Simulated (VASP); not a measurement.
Wanted: the native input for a VASP 6.6.1 run.

| Property | Result |
| --- | --- |
| Task | density of states |
| Functional | PBE |
| Potentials or basis | VASP PAW PBE potentials, release 64 (Zn, O) |
| Cutoff | 520 eV |
| k mesh | 13 × 13 × 7 |
| Occupations | fermi-dirac, width 0.05 eV |
| Spin | no spin polarisation |
| Dipole correction | no |
| k mesh for the DOS | 20 × 20 × 11 |
| Occupations for the DOS | tetrahedron |
| Further INCAR settings | ALGO = Normal; EDIFF = 1e-06 |

The system is ZnO (wurtzite type).

```xyz
4
Lattice="3.2791 0.0000 0.0000 -1.6396 2.8398 0.0000 0.0000 0.0000 5.2940" Properties=species:S:1:pos:R:3 pbc="T T T"
Zn    0.0000    1.8932   -0.0080
Zn    1.6396    0.9466    2.6390
O     0.0000    1.8932    1.9986
O     1.6396    0.9466    4.6455
```

The input as run:

POSCAR

```
ZnO
1.0
    3.2791084896      0.0000000000      0.0000000000
   -1.6395542448      2.8397912538      0.0000000000
    0.0000000000      0.0000000000      5.2939815964
Zn O
2 2
Direct
    0.3333333333      0.6666666667     -0.0015152519
    0.6666666667      0.3333333333      0.4984847481
    0.3333333333      0.6666666667      0.3775152519
    0.6666666667      0.3333333333      0.8775152519
```

INCAR.step1

```
SYSTEM = ZnO
  PREC = Accurate
  ENCUT = 520
  EDIFF = 1E-6
  ISMEAR = -1
  SIGMA = 0.05
  LREAL = .False.
  LASPH = .True.
  NELM = 100
  ALGO = Normal
  ISIF = 2
  LWAVE = .False.
  LCHARG = .True.
  GGA = PE
  NBANDS = 26
```

KPOINTS.step1

```
Automatic mesh
0
Gamma
  13 13 7
  0 0 0
```

INCAR.step2

```
SYSTEM = ZnO
  PREC = Accurate
  ENCUT = 520
  EDIFF = 1E-6
  ISMEAR = -5
  SIGMA = 0.05
  LREAL = .False.
  LASPH = .True.
  NELM = 100
  ALGO = Normal
  ISIF = 2
  LWAVE = .False.
  LCHARG = .False.
  GGA = PE
  LORBIT = 11
  NEDOS = 2001
  ICHARG = 11
```

KPOINTS.step2

```
Automatic mesh
0
Gamma
  20 20 11
  0 0 0
```

Potentials or basis: VASP PAW PBE potentials, release 64 (Zn, O).

Launch:

```sh
$ cat potpaw_PBE.64/Zn/POTCAR potpaw_PBE.64/O/POTCAR > POTCAR
$ cp INCAR.step1 INCAR
$ cp KPOINTS.step1 KPOINTS
$ mpirun -np 1 vasp_std > vasp.out
$ cp INCAR.step2 INCAR
$ cp KPOINTS.step2 KPOINTS
$ mpirun -np 1 vasp_std > vasp.out
```

It gave:

| Property | Result |
| --- | --- |
| Valence electrons inside the program's atomic spheres | Zn 10.80; O 4.99 |

Wall time 6.7 min on 1 thread of AMD EPYC 7R13 (shared host), peak memory 0.32 GiB.
